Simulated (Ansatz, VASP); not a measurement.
**PbSe in VASP and in Ansatz**

The input POSCAR:

```
PbSe
1.0
    3.7070692621      0.0000000000      0.0000000000
    0.0000000000      3.7070692621      0.0000000000
    0.0000000000      0.0000000000      3.7070692621
Pb Se
1 1
Direct
    0.0000000000      0.0000000000      0.0000000000
    0.5000000000      0.5000000000      0.5000000000
```

INCAR.step1

```
  PREC = Accurate
  ENCUT = 520
  EDIFF = 1E-5
  ISMEAR = -1
  SIGMA = 0.05
  LREAL = False
  LASPH = True
  NELM = 100
  ALGO = Normal
  ISIF = 2
  LWAVE = True
  LCHARG = False
  NBANDS = 17
  GGA = PE
```

File INCAR.step2:

```
  PREC = Accurate
  ENCUT = 520
  EDIFF = 1E-6
  ISMEAR = -1
  SIGMA = 0.05
  LREAL = False
  LASPH = True
  NELM = 100
  ALGO = Normal
  ISIF = 2
  LWAVE = False
  LCHARG = False
  GGA = PE
  LHFCALC = True
  HFSCREEN = 0.2079
  PRECFOCK = Normal
  NBANDS = 17
  ISTART = 1
```

File KPOINTS:

```
Automatic mesh
0
Gamma
  4 4 4
```

File input:

```
crystal:
  lattice:
    - [3.7070692621, 0.0, 0.0]
    - [0.0, 3.7070692621, 0.0]
    - [0.0, 0.0, 3.7070692621]
  atoms:
    - { symbol: Pb, position: [0.0, 0.0, 0.0] }
    - { symbol: Se, position: [0.5, 0.5, 0.5] }
hamiltonian:
  xc: hse06
  pseudopotentials: { kind: paw }
kpoints:
  mp_grid: { grid: [4, 4, 4] }
scf:
  occupations: { method: fermi_dirac, width: 0.05 }
output:
  forces: true
  stress: true
  eigenvalues: true
  write_density: true
  write_potential: true
  elf: true
  volumetric_format: npy
```

Alike in both runs: task single point; functional HSE06; k mesh 4 × 4 × 4; occupations fermi-dirac, width 0.05 eV; no spin polarisation.

|  | VASP | Ansatz |
| --- | --- | --- |
| version | VASP 6.6.1 | Ansatz 0.2.0 |
| potentials or method | VASP PAW PBE potentials, release 64 (Pb_d, Se) | Ansatz PAW |
| plane-wave cutoff (eV) | 520 | 420 |
| valence electrons in the cell | 20 | 30 |

```csv
,VASP,Ansatz,Ansatz less VASP
gap on the k mesh at the Fermi level (eV),none,none,-
pressure (GPa),2.0,2.1,+0.10
```

A gap of «none» marks a metal or a gap that the smearing closes. With one functional, cell and mesh, what is left measures potentials, basis and numerics. VASP's potentials hold 20 valence electrons a cell and Ansatz's 30, so a difference there can come from the potentials and not from the codes.

The k mesh is coarse, so the values compare programs but aren't converged. Spin-orbit coupling is off throughout.
